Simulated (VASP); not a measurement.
The system is MgB2.

```
Mg B
1.0
     0.00000    3.18005    3.18005
     3.18005    0.00000    3.18005
     3.18005    3.18005    0.00000
Mg B
2 4
Direct
  0.00000 0.00000 0.00000
  0.25000 0.25000 0.25000
  0.62500 0.12500 0.62500
  0.62500 0.62500 0.12500
  0.12500 0.62500 0.62500
  0.62500 0.62500 0.62500
```

* Program: VASP 6.6.1
* Task: relaxation of cell and atoms
* Functional: PBE
* Potentials or basis: VASP PAW PBE potentials, release 64 (Mg, B)
* Cutoff: 600 eV
* k mesh: 6 × 6 × 6
* Occupations: gaussian, width 0.1 eV
* Spin: no spin polarisation

At the start: pressure -19.1 GPa; volume 10.72 Å³/atom.

Question: Where does the relaxation end?

Answer: Over 3 steps the energy falls by 127.1 meV/atom and the volume is 8.90 Å³/atom (-17.0 %); space group Fd-3m (No. 227, to 0.05 Å).

Step by step:
```tsv
step	energy change (eV)	largest force (eV/Å)	pressure (GPa)	volume (Å³)
1	0.0000	0.0000	-19.13	64.32
2	-0.7618	0.0000	0.81	53.13
3	-0.7625	0.0000	0.03	53.40
```

Final structure:
```xyz
6
Lattice="0.0000 2.9888 2.9888 2.9888 0.0000 2.9888 2.9888 2.9888 0.0000" Properties=species:S:1:pos:R:3 pbc="T T T"
Mg    0.0000    0.0000    0.0000
Mg    1.4944    1.4944    1.4944
B     2.2416    3.7360    2.2416
B     2.2416    2.2416    3.7360
B     3.7360    2.2416    2.2416
B     3.7360    3.7360    3.7360
```

Caveat: the volume moved by over 15 % at a fixed basis, so the end points are rough.
